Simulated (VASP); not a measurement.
# HfMoC2 (P4/mmm) in VASP: settings compared, part 2 of 2

VASP 6.6.1.

**5. Relaxation of cell and atoms, PBEsol+U**

Input file INCAR:

```
SYSTEM = HfMoC2
ALGO = Normal
EDIFF = 1E-6
EDIFFG = -0.01
ENCUT = 600
GGA = PS
IBRION = 2
ISIF = 3
ISMEAR = -1
LASPH = .TRUE.
LCHARG = .FALSE.
LDAU = .TRUE.
LDAUJ = 0 0 0
LDAUL = 2 2 -1
LDAUPRINT = 1
LDAUTYPE = 2
LDAUU = 8 8 0
LMAXMIX = 4
LREAL = .FALSE.
LWAVE = .FALSE.
NELM = 150
NSW = 60
PREC = Accurate
SIGMA = 0.05
```

Input file KPOINTS:

```
k-points
0
G
  8 8 6
  0 0 0
```

Input file POSCAR:

```
HfMoC2
1.0
    3.1914230000      0.0000000000      0.0000000000
    0.0000000000      3.1914230000      0.0000000000
    0.0000000000      0.0000000000      4.4851640000
Hf Mo C
1 1 2
Direct
    0.0000000000      0.0000000000      0.0000000000
    0.5000000000      0.5000000000      0.5000000000
    0.5000000000      0.5000000000      0.0000000000
    0.0000000000      0.0000000000      0.5000000000
```

Potentials or basis: VASP PAW PBE potentials, release 64 (Hf_pv, Mo_sv, C).

Run with:

```sh
$ cat potpaw_PBE.64/Hf_pv/POTCAR potpaw_PBE.64/Mo_sv/POTCAR potpaw_PBE.64/C/POTCAR > POTCAR
$ mpirun -np 1 vasp_std > vasp.out
```

OUTCAR:

```text
SYSTEM = HfMoC2
   EDIFF = 1E-6
   EDIFFG = -0.01
   ENCUT = 600
   GGA = PS
   IBRION = 2
   ISIF = 3
   ISMEAR = -1
   LASPH = .TRUE.
   LREAL = .FALSE.
   NELM = 150
   NSW = 60
   PREC = Accurate

 ion  position               nearest neighbor table
   1  0.000  0.000  0.000-   4 2.24   4 2.24   3 2.26   3 2.26   3 2.26   3 2.26   2 3.18   2 3.18
                             2 3.18   2 3.18   2 3.18   2 3.18   2 3.18   2 3.18
   2  0.500  0.500  0.500-   3 2.24   3 2.24   4 2.26   4 2.26   4 2.26   4 2.26   1 3.18   1 3.18
                             1 3.18   1 3.18   1 3.18   1 3.18   1 3.18   1 3.18
   3  0.500  0.500  0.000-   2 2.24   2 2.24   1 2.26   1 2.26   1 2.26   1 2.26
   4  0.000  0.000  0.500-   1 2.24   1 2.24   2 2.26   2 2.26   2 2.26   2 2.26

  LATTYP: Found a simple tetragonal cell.
 ALAT       =     3.1914230000
 C/A-ratio  =     1.4053806092

  Lattice vectors:

 A1 = (   3.1914230000,   0.0000000000,   0.0000000000)
 A2 = (   0.0000000000,   3.1914230000,   0.0000000000)
 A3 = (   0.0000000000,   0.0000000000,   4.4851640000)
[... 989 lines left out ...]
  o =  0.2389  v =  0.0000  0.0000  0.0000  0.0000  0.0000  0.0000  0.0000  0.0000  0.0000 -1.0000      0.0000  0.0000  0.0000  0.0000  0.0000  0.0000  0.0000  0.0000  0.0000  0.0000
  o =  0.3202  v =  0.0000  0.0000  1.0000 -0.0000  0.0000  0.0000  0.0000  0.0000  0.0000  0.0000      0.0000  0.0000  0.0000  0.0000  0.0000  0.0000  0.0000  0.0000  0.0000  0.0000
  o =  0.3202  v =  0.0000  0.0000  0.0000  0.0000  0.0000  0.0000  0.0000  1.0000 -0.0000  0.0000      0.0000  0.0000  0.0000  0.0000  0.0000  0.0000  0.0000  0.0000  0.0000  0.0000
  o =  0.3623  v =  0.0000  0.0000  0.0000  0.0000  0.0000  1.0000  0.0000  0.0000  0.0000  0.0000      0.0000  0.0000  0.0000  0.0000  0.0000  0.0000  0.0000  0.0000  0.0000  0.0000
  o =  0.3623  v =  1.0000  0.0000  0.0000  0.0000  0.0000  0.0000  0.0000  0.0000  0.0000  0.0000      0.0000  0.0000  0.0000  0.0000  0.0000  0.0000  0.0000  0.0000  0.0000  0.0000
  o =  0.4436  v =  0.0000  0.0000  0.0000  0.0000  0.0000  0.0000  0.0104 -0.0000 -0.9999 -0.0000      0.0000  0.0000  0.0000  0.0000  0.0000  0.0000  0.0000  0.0000  0.0000  0.0000
  o =  0.4436  v =  0.0000  0.0104 -0.0000 -0.9999 -0.0000  0.0000  0.0000  0.0000  0.0000  0.0000      0.0000  0.0000  0.0000  0.0000  0.0000  0.0000  0.0000  0.0000  0.0000  0.0000
  o =  0.4436  v =  0.0000 -0.9999  0.0000 -0.0104 -0.0000  0.0000  0.0000  0.0000  0.0000  0.0000      0.0000  0.0000  0.0000  0.0000  0.0000  0.0000  0.0000  0.0000  0.0000  0.0000
  o =  0.4436  v =  0.0000  0.0000  0.0000  0.0000  0.0000  0.0000 -0.9999  0.0000 -0.0104 -0.0000      0.0000  0.0000  0.0000  0.0000  0.0000  0.0000  0.0000  0.0000  0.0000  0.0000

--------------------------------------- Ionic step        6  -------------------------------------------

 number of electron      32.0000003 magnetization

 Free energy of the ion-electron system (eV)
  ---------------------------------------------------
  ext. energy  EPLUGINS =         0.00000000
  ---------------------------------------------------
  free energy    TOTEN  =       -28.58534978 eV

  energy without entropy =      -28.56900514  energy(sigma->0) =      -28.57717746

 E-fermi :   9.4217     XC(G=0): -12.7698

 val. band max:        9.4167451522   @ k =   0.5000   0.5000   0.3333
 cond. band min:       9.4610477353   @ k =   0.1250   0.1250   0.1667
 fundamental gap:      0.0443025831
 Fermi energy:         9.4217082835

 k-point     1 :       0.0000    0.0000    0.0000
  band No.  band energies     occupation
      1     -53.4460      2.00000
      2     -27.5115      2.00000
      3     -27.5115      2.00000
      4     -27.3237      2.00000
      5     -22.8079      2.00000
      6     -22.5989      2.00000
[... 574 lines left out ...]
  FREE ENERGIE OF THE ION-ELECTRON SYSTEM (eV)
  ---------------------------------------------------
  free  energy   TOTEN  =       -28.5853497778 eV

  energy  without entropy=      -28.5690051406  energy(sigma->0) =      -28.57717746

 reached required accuracy - stopping structural energy minimisation
```

Wall time 5.1 min (1 thread of Oxide Virtual Turin-like, shared host); peak memory 0.21 GiB.

Results:

```
Free energy                            : -28.5853 eV
Relaxed volume                         : 12.06 Å³/atom
Relaxed cell                           : a = 3.244 Å, b = 3.244 Å, c = 4.584 Å, α = 90.00°, β = 90.00°, γ = 90.00°
Space group after relaxing (to 0.05 Å) : P4/mmm (No. 123)
Energy gained by relaxing              : 30.1 meV/atom
Ionic steps                            : 6
Pressure after relaxing                : 0.1 GPa
Band gap on the k mesh                 : zero (band 16 reaches 10.16 eV, above the bottom of band 17 at 7.96 eV)
```

Step by step:
| step | energy change (eV) | largest force (eV/Å) | pressure (GPa) | volume (Å³) |
| --- | --- | --- | --- | --- |
| 1 | 0.0000 | 0.0000 | 15.55 | 45.68 |
| 2 | 0.2305 | 0.0000 | -19.31 | 53.41 |
| 3 | -0.1201 | 0.0000 | -0.28 | 48.31 |
| 4 | -0.1201 | 0.0000 | -0.01 | 48.25 |
| 5 | -0.1204 | 0.0000 | 0.07 | 48.25 |
| 6 | -0.1205 | 0.0000 | 0.05 | 48.25 |

Final structure:
```
Hf Mo C
1.0
     3.24411    0.00000    0.00000
     0.00000    3.24411    0.00000
     0.00000    0.00000    4.58445
Hf Mo C
1 1 2
Cartesian
  0.0000 0.0000 0.0000
  1.6221 1.6221 2.2922
  1.6221 1.6221 0.0000
  0.0000 0.0000 2.2922
```

Eigenvalues of the final occupation matrices:
```tsv
site	spin	trace	eigenvalues
site 1 d	1	0.71	0.09 0.09 0.09 0.21 0.22
site 1 d	2	0.71	0.09 0.09 0.09 0.21 0.22
site 2 d	1	1.81	0.24 0.32 0.36 0.44 0.44
site 2 d	2	1.81	0.24 0.32 0.36 0.44 0.44
```

Caveat: the PAW data sets were made with another functional, which shifts forces and pressure a little; spin-orbit coupling is left out, which moves the levels of the heavy elements; U without spin polarisation on a metal has little footing; the U is typed as a test and isn't derived for this compound.

**6. Summary**

```tsv
task	level	U	cell	k mesh	cutoff (eV)	smearing	gap on the mesh (eV)	pressure (GPa)	relaxed volume (Å³/atom)
single point	PBEsol	-	as given	5 × 5 × 4	520	fermi-dirac 0.03 eV	none	-8.6	-
relaxation of cell and atoms	PBEsol+U	Hf d U = 4.0 eV, Mo d U = 4.0 eV	relaxed	8 × 8 × 6	600	fermi-dirac 0.05 eV	-	0.0	11.52
relaxation of cell and atoms	PBEsol+U	Hf d U = 6.0 eV, Mo d U = 6.0 eV	relaxed	8 × 8 × 6	600	fermi-dirac 0.05 eV	none	0.0	11.78
relaxation of cell and atoms	PBEsol+U	Hf d U = 8.0 eV, Mo d U = 8.0 eV	relaxed	8 × 8 × 6	600	fermi-dirac 0.05 eV	none	0.1	12.06
```

Alike in all rows: potentials or basis VASP PAW PBE potentials, release 64 (Hf_pv, Mo_sv, C); no spin polarisation.

Caveats: some runs use coarse meshes; the PAW data sets were made with another functional, which shifts forces and pressure a little; spin-orbit coupling is left out, which moves the levels of the heavy elements; the U is typed as a test and isn't derived for this compound (some runs); U without spin polarisation on a metal has little footing (some runs); the bands computed are all filled at some k points, so no gap is given (some runs).

Total energies depend on the potentials used, so only differences within one code and one set of settings carry meaning.
